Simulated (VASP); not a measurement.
# Cr (I4/mmm) in VASP: further runs

Runs on Cr. Level: PBEsol. Tasks: single point.

Everything below comes from runs of VASP 6.6.1. Logs are shortened: lines on timing, memory, paths and dates and some standing lists are left out, and cuts for length are marked.

**1. The cell of the first run**

It takes space group I4/mmm (No. 139, tetragonal). The conventional cell has a = 2.576 Å, b = 2.576 Å, c = 3.680 Å, α = 90.00°, β = 90.00°, γ = 90.00°. Cr (site symmetry 4/mmm) has 12 Cr at 2.58 to 2.59 Å within 3.4 Å.

This isn't the form of Cr at room conditions, which is bcc.

**2. Single point, PBEsol (strain -0.0100 x Voigt [1, 1, 0, 0, 0, 0])**

Input file INCAR:

```
SYSTEM = Cr
  ALGO = Fast
  EDIFF = 1E-6
  ENCUT = 520
  GGA = PS
  ISIF = 2
  ISMEAR = 0
  LASPH = .True.
  LCHARG = .True.
  LELF = .True.
  LREAL = .False.
  LVHAR = .True.
  LWAVE = .False.
  NBANDS = 12
  NELM = 60
  PREC = Accurate
  SIGMA = 0.15
```

Input file KPOINTS:

```
k-points
0
Gamma
  22 22 22
  0 0 0
```

Input file POSCAR:

```
Cr
1.0
    0.0000000000      1.8216000000      1.8400000000
    1.8216000000      0.0000000000      1.8400000000
    1.8216000000      1.8216000000      0.0000000000
Cr
1
Direct
    0.0000000000      0.0000000000      0.0000000000
```

Potentials or basis: VASP PAW PBE potentials, release 64 (Cr_pv).

Started as:

```
$ cat potpaw_PBE.64/Cr_pv/POTCAR > POTCAR
$ mpirun -np 1 vasp_std > vasp.out
```

OUTCAR:

```text
SYSTEM = Cr
   EDIFF = 1E-6
   ENCUT = 520
   GGA = PS
   ISIF = 2
   ISMEAR = 0
   LASPH = .True.
   LREAL = .False.
   NELM = 60
   PREC = Accurate

 ion  position               nearest neighbor table
   1  0.000  0.000  0.000-

  LATTYP: Found a body centered tetragonal cell.
 ALAT       =     2.5761314252
 C/A-ratio  =     1.4284985479

  Lattice vectors:

 A1 = (  -1.8216000000,   0.0000000000,   1.8400000000)
 A2 = (   1.8216000000,   0.0000000000,   1.8400000000)
 A3 = (   0.0000000000,   1.8216000000,  -1.8400000000)

Analysis of symmetry for initial positions (statically):
=====================================================================
 Subroutine PRICEL returns:
 Original cell was already a primitive cell.

 Routine SETGRP: Setting up the symmetry group for a
 body centered tetragonal supercell.

 Subroutine GETGRP returns: Found 16 space group operations
 (whereof 16 operations were pure point group operations)
 out of a pool of 16 trial point group operations.

The static configuration has the point symmetry D_4h.

Analysis of symmetry for dynamics (positions and initial velocities):
=====================================================================
 Subroutine PRICEL returns:
 Original cell was already a primitive cell.

 Routine SETGRP: Setting up the symmetry group for a
 body centered tetragonal supercell.

 Subroutine GETGRP returns: Found 16 space group operations
 (whereof 16 operations were pure point group operations)
 out of a pool of 16 trial point group operations.

The dynamic configuration has the point symmetry D_4h.

 Subroutine INISYM returns: Found 16 space group operations
 (whereof 16 operations are pure point group operations),
 and found     1 'primitive' translations

----------------------------------------------------------------------------------------

                                     Primitive cell

  volume of cell :      12.2111

  direct lattice vectors                    reciprocal lattice vectors
     0.000000000  1.821600000  1.840000000    -0.274483970  0.274483970  0.271739130
     1.821600000  0.000000000  1.840000000     0.274483970 -0.274483970  0.271739130
     1.821600000  1.821600000  0.000000000     0.274483970  0.274483970 -0.271739130

  length of vectors
     2.589174880  2.589174880  2.576131425     0.473840748  0.473840748  0.473840748

  position of ions in fractional coordinates (direct lattice)
     0.000000000  0.000000000  0.000000000

  ion indices of the primitive-cell ions
   primitive index   ion index
                 1           1

----------------------------------------------------------------------------------------

 KPOINTS: k-points

Automatic generation of k-mesh.
 Grid dimensions read from file:
 generate k-points for:   22   22   22

 Generating k-lattice:

  Cartesian coordinates                     Fractional coordinates (reciprocal lattice)
    -0.012476544  0.012476544  0.012351779     0.045454545 -0.000000000  0.000000000
     0.012476544 -0.012476544  0.012351779    -0.000000000  0.045454545  0.000000000
     0.012476544  0.012476544 -0.012351779     0.000000000  0.000000000  0.045454545

  Length of vectors
     0.021538216  0.021538216  0.021538216

  Shift w.r.t. Gamma in fractional coordinates (k-lattice)
     0.000000000  0.000000000  0.000000000

 Subroutine IBZKPT returns following result:
 ===========================================

 Found    834 irreducible k-points:

 Following reciprocal coordinates:
            Coordinates               Weight
  0.000000  0.000000  0.000000      1.000000
  0.045455 -0.000000  0.000000      8.000000
  0.090909 -0.000000  0.000000      8.000000
  0.136364 -0.000000  0.000000      8.000000
  0.181818 -0.000000  0.000000      8.000000
  0.227273 -0.000000  0.000000      8.000000
[... 16 lines left out ...]
  0.500000  0.045455  0.000000      8.000000
 -0.454545  0.045455  0.000000      8.000000
 [... further k-points ...]
   k-points           NKPTS =    834   k-points in BZ     NKDIM =    834   number of bands    NBANDS=     12
   number of dos      NEDOS =    301   number of ions     NIONS =      1
   total plane-waves  NPLWV =   8000
   dimension x,y,z NGX =    20 NGY =   20 NGZ =   20
   dimension x,y,z NGXF=    40 NGYF=   40 NGZF=   40
   ions per type =               1
   NGX,Y,Z   is equivalent  to a cutoff of  12.84, 12.84, 12.91 a.u.
   NGXF,Y,Z  is equivalent  to a cutoff of  25.68, 25.68, 25.81 a.u.
 SYSTEM =  Cr
   PREC   = accura    normal or accurate (medium, high low for compatibility)
   ISTART =      0    job   : 0-new  1-cont  2-samecut
   ICHARG =      2    charge: 1-file 2-atom 10-const
   ISPIN  =      1    spin polarized calculation?
   LNONCOLLINEAR =      F non collinear calculations
   LSORBIT =      F    spin-orbit coupling
   LASPH  =      T    aspherical Exc in radial PAW
   ENCUT  =  520.0 eV  38.22 Ry    6.18 a.u.   4.81  4.81  4.79*2*pi/ulx,y,z
   NELM   =     60;   NELMIN=  2; NELMDL= -5     # of ELM steps
   EDIFF  = 0.1E-05   stopping-criterion for ELM
   LREAL  =      F    real-space projection
[... 7 lines left out ...]
   TEBEG  =    0.0;   TEEND  =   0.0 temperature during run
   PSTRESS=    0.0 pullay stress
   NELECT =      12.0000    total number of electrons
   NUPDOWN=      -1.0000    fix difference up-down
   EMIN   =  10.00;   EMAX   =-10.00  energy-range for DOS
   EFERMI =   0.00;   METHOD = LEGACY
   ISMEAR =     0;   SIGMA  =   0.15  broadening in eV -4-tet -1-fermi 0-gaus
   EFERMI_NEDOS =   21; number of points for ismear=-14 and -15
   IALGO  =     68    algorithm
   IMIX   =      4    mixing-type and parameters
     AMIX     =   0.40;   BMIX     =  1.00
     AMIX_MAG =   1.60;   BMIX_MAG =  1.00
  volume/ion in A,a.u.               =      12.21        82.40
  Fermi-wavevector in a.u.,A,eV,Ry     =   1.627611  3.075739 36.043435  2.649118
  Thomas-Fermi vector in A             =   2.720378
   LORBIT       =      0    0 simple, 1 ext, 2 COOP (PROOUT), +10 PAW based schemes
   GGA     = PS    functional components
   LHFCALC =     F    Hartree Fock is set to
   AEXX    =    0.0000 exact exchange contribution
   IVDW    =     0    specifies the selected vdW correction
   LEPSILON=     F    determine dielectric tensor
   LRPA    =     F    only Hartree local field effects (RPA)
 non-spin polarized calculation
 RMM-DIIS sequential band-by-band and
 Gauss-broadening in eV      SIGMA  =   0.15
  energy-cutoff  :      520.00
  volume of cell :       12.21
 maximum number of plane-waves:       342
   NGX =  9   NGY =  9   NGZ =  9

 number of electron      12.0000000 magnetization

 Free energy of the ion-electron system (eV)
  ---------------------------------------------------
  ext. energy  EPLUGINS =         0.00000000
  ---------------------------------------------------
  free energy    TOTEN  =        -9.80620294 eV

  energy without entropy =       -9.78436011  energy(sigma->0) =       -9.79528152

 E-fermi :   9.8070     XC(G=0): -13.4977

 val. band max:        9.8060542817   @ k =   0.3182   0.0909   0.0455
 cond. band min:       9.8074520394   @ k =  -0.4091   0.1818   0.0909
 fundamental gap:      0.0013977577
 Fermi energy:         9.8070036744

 k-point     1 :       0.0000    0.0000    0.0000
  band No.  band energies     occupation
      1     -32.4649      2.00000
      2     -32.4596      2.00000
      3     -32.4596      2.00000
      4       2.3793      2.00000
      5       9.3492      1.99998
      6       9.4335      1.99957
      7       9.4335      1.99957
      8      11.0222      0.00000
      9      11.1205      0.00000
     10      17.2792      0.00000
     11      29.4439      0.00000
     12      34.6591      0.00000

 k-point     2 :       0.0455   -0.0000    0.0000
  band No.  band energies     occupation
      1     -32.4782      2.00000
      2     -32.4649      2.00000
      3     -32.4616      2.00000
      4       2.4616      2.00000
      5       9.3424      1.99999
      6       9.4286      1.99964
      7       9.4609      1.99890
      8      11.0076      0.00000
      9      11.1042      0.00000
     10      17.2792      0.00000
     11      29.4705      0.00000
     12      34.0305      0.00000

 k-point     3 :       0.0909   -0.0000    0.0000
  band No.  band energies     occupation
      1     -32.5255      2.00000
      2     -32.4716      2.00000
      3     -32.4673      2.00000
      4       2.7045      2.00000
      5       9.2517      2.00000
      6       9.4847      1.99762
      7       9.5362      1.98931
      8      10.9722      0.00000
      9      11.0633      0.00000
     10      17.2791      0.00000
     11      29.4734      0.00000
     12      32.5355      0.00000
[... 286 lines left out ...]
 k-point    23 :       0.5000    0.0455    0.0000
  band No.  band energies     occupation
      1     -33.2329      2.00000
      2     -32.5792      2.00000
      3     -32.5589      2.00000
      4       6.0590      2.00000
      5       9.1532      2.00000
      6       9.3688      1.99996
      7      10.3520      0.00000
      8      12.2321      0.00000
      9      12.5245      0.00000
     10      17.2744      0.00000
     11      18.8859      0.00000
     12      28.3598      0.00000

 k-point    24 :      -0.4545    0.0455    0.0000
  band No.  band energies     occupation
      1     -33.2283      2.00000
      2     -32.5813      2.00000
      3     -32.5554      2.00000
      4       6.0538      2.00000
      5       9.1703      2.00000
      6       9.3685      1.99996
      7      10.2923      0.00000
      8      12.1646      0.00000
      9      12.5440      0.00000
     10      17.2748      0.00000
     11      18.9984      0.00000
     12      28.3724      0.00000

 [... further k-points ...]
[... 5 lines left out ...]
  --------------------------------------------------------------------------------------
  -------------------------------------------------------------------------------------
  Total       -1.2086455     -1.2086455     -0.9848327      0.0000000      0.0000000     -0.0000000
  in kB     -158.5826523   -158.5826523   -129.2168553      0.0000000      0.0000000     -0.0000000
  external PRESSURE =    -148.7940533 kB  Pullay stress =       0.0000000 kB

 VOLUME and BASIS-vectors are now :
 -----------------------------------------------------------------------------
  energy-cutoff  :      520.00
  volume of cell :       12.21
      direct lattice vectors                 reciprocal lattice vectors
     0.000000000  1.821600000  1.840000000    -0.274483970  0.274483970  0.271739130
     1.821600000  0.000000000  1.840000000     0.274483970 -0.274483970  0.271739130
     1.821600000  1.821600000  0.000000000     0.274483970  0.274483970 -0.271739130

 POSITION                                       TOTAL-FORCE (eV/Angst)
 -----------------------------------------------------------------------------------
      0.00000      0.00000      0.00000         0.000000      0.000000      0.000000
 -----------------------------------------------------------------------------------
    total drift:                               -0.000000     -0.000000     -0.000000

  FREE ENERGIE OF THE ION-ELECTRON SYSTEM (eV)
  ---------------------------------------------------
  free  energy   TOTEN  =        -9.8062029417 eV

  energy  without entropy=       -9.7843601060  energy(sigma->0) =       -9.79528152
```

It took 75 s on 1 thread of AMD EPYC 9R45 (Zen 5), shared host; peak memory 0.19 GiB.

What came out:

```yaml
Free_energy: -9.8062 eV
Pressure: -14.9 GPa
Band_gap_on_the_k_mesh: zero (bands 6 and 7 overlap by 2.77 eV)
```

Levels at points of the mesh, in eV from the Fermi level:
```
           k point  band 4  band 5  band 6  band 7  band 8  band 9
(0.00, 0.00, 0.00)   -7.43   -0.46   -0.37   -0.37    1.22    1.31
(0.50, 0.00, 0.00)   -3.80   -0.58   -0.49    0.77    2.42    2.46
(0.50, 0.50, 0.00)   -3.98   -3.13    2.40    2.75    2.75    3.41
(0.50, 0.00, 0.50)   -3.98   -3.15    2.39    2.72    2.79    3.64
```

Caveat: the cell differs from its parent crystal (strain -0.0100 x Voigt [1, 1, 0, 0, 0, 0]); the cell stands under tension; the PAW data sets were made with another functional, which shifts forces and pressure a little; the run has no spin polarisation, though such a crystal can be magnetic. Spin polarisation is off, so any magnetic state and its effect on volume and gap are missing.

**3. Single point, PBEsol (strain -0.0050 x Voigt [1, 1, 0, 0, 0, 0])**

Input file INCAR:

```
PREC = Accurate ; ENCUT = 520
EDIFF = 1E-6 ; ISMEAR = 0
SIGMA = 0.15 ; LREAL = F
LASPH = T ; NELM = 60
ALGO = Normal ; ISIF = 2
LWAVE = F ; LCHARG = F
GGA = PS ; NBANDS = 12
```

Input file KPOINTS:

```
regular mesh
0
Gamma
  22 22 22
```

Input file POSCAR:

```
Cr
1.0
    0.0000000000      1.8308000000      1.8400000000
    1.8308000000      0.0000000000      1.8400000000
    1.8308000000      1.8308000000      0.0000000000
Cr
1
Direct
    0.0000000000      0.0000000000      0.0000000000
```

Potentials or basis: VASP PAW PBE potentials, release 64 (Cr_pv).

Started as:

```
$ cat potpaw_PBE.64/Cr_pv/POTCAR > POTCAR
$ mpirun -np 1 vasp_std > vasp.out
```

OUTCAR:

```text
PREC = Accurate
   ENCUT = 520
   EDIFF = 1E-6
   ISMEAR = 0
   LREAL = F
   LASPH = T
   NELM = 60
   ISIF = 2
   GGA = PS

 ion  position               nearest neighbor table
   1  0.000  0.000  0.000-

  LATTYP: Found a body centered tetragonal cell.
 ALAT       =     2.5891421900
 C/A-ratio  =     1.4213201632

  Lattice vectors:

 A1 = (  -1.8308000000,   0.0000000000,   1.8400000000)
 A2 = (   1.8308000000,   0.0000000000,   1.8400000000)
 A3 = (   0.0000000000,   1.8308000000,  -1.8400000000)

Analysis of symmetry for initial positions (statically):
[... 529 lines left out ...]
      5       9.0683      2.00000
      6       9.2213      1.99998
      7      10.1448      0.00001
      8      12.0076      0.00000
      9      12.3635      0.00000
     10      17.1314      0.00000
     11      18.7531      0.00000
     12      28.1837      0.00000

 [... further k-points ...]
[... 5 lines left out ...]
  --------------------------------------------------------------------------------------
  -------------------------------------------------------------------------------------
  Total       -1.3290097     -1.3290097     -1.2168692      0.0000000     -0.0000000      0.0000000
  in kB     -172.6271543   -172.6271543   -158.0610516      0.0000000     -0.0000000      0.0000000
  external PRESSURE =    -167.7717867 kB  Pullay stress =       0.0000000 kB

 VOLUME and BASIS-vectors are now :
 -----------------------------------------------------------------------------
  energy-cutoff  :      520.00
  volume of cell :       12.33
      direct lattice vectors                 reciprocal lattice vectors
     0.000000000  1.830800000  1.840000000    -0.273104654  0.273104654  0.271739130
     1.830800000  0.000000000  1.840000000     0.273104654 -0.273104654  0.271739130
     1.830800000  1.830800000  0.000000000     0.273104654  0.273104654 -0.271739130

 POSITION                                       TOTAL-FORCE (eV/Angst)
 -----------------------------------------------------------------------------------
      0.00000      0.00000      0.00000        -0.000000      0.000000      0.000000
 -----------------------------------------------------------------------------------
    total drift:                               -0.000000     -0.000000     -0.000000

  FREE ENERGIE OF THE ION-ELECTRON SYSTEM (eV)
  ---------------------------------------------------
  free  energy   TOTEN  =        -9.7934752854 eV

  energy  without entropy=       -9.7712666315  energy(sigma->0) =       -9.78237096
```

Run time: 62 s. Hardware: 1 thread of AMD EPYC 9R45 (Zen 5), shared host; peak memory 0.19 GiB.

What came out:

| Quantity | Value |
| --- | --- |
| Free energy | -9.7935 eV |
| Pressure | -16.8 GPa |
| Band gap on the k mesh | zero (bands 6 and 7 overlap by 2.74 eV) |

Levels at points of the mesh, in eV from the Fermi level:
```tsv
k point	band 3	band 4	band 5	band 6	band 7	band 8	band 9	band 10
(0.00, 0.00, 0.00)	-42.28	-7.39	-0.42	-0.38	-0.38	1.22	1.27	7.46
(0.50, 0.00, 0.00)	-42.38	-3.76	-0.55	-0.50	0.75	2.40	2.42	7.46
(0.50, 0.50, 0.00)	-42.55	-3.93	-3.09	2.36	2.72	2.72	3.44	7.46
(0.50, 0.00, 0.50)	-42.55	-3.93	-3.10	2.36	2.70	2.74	3.56	7.46
```

Caveat: the cell differs from its parent crystal (strain -0.0050 x Voigt [1, 1, 0, 0, 0, 0]); the cell stands under tension; the PAW data sets were made with another functional, which shifts forces and pressure a little; the run has no spin polarisation, though such a crystal can be magnetic.
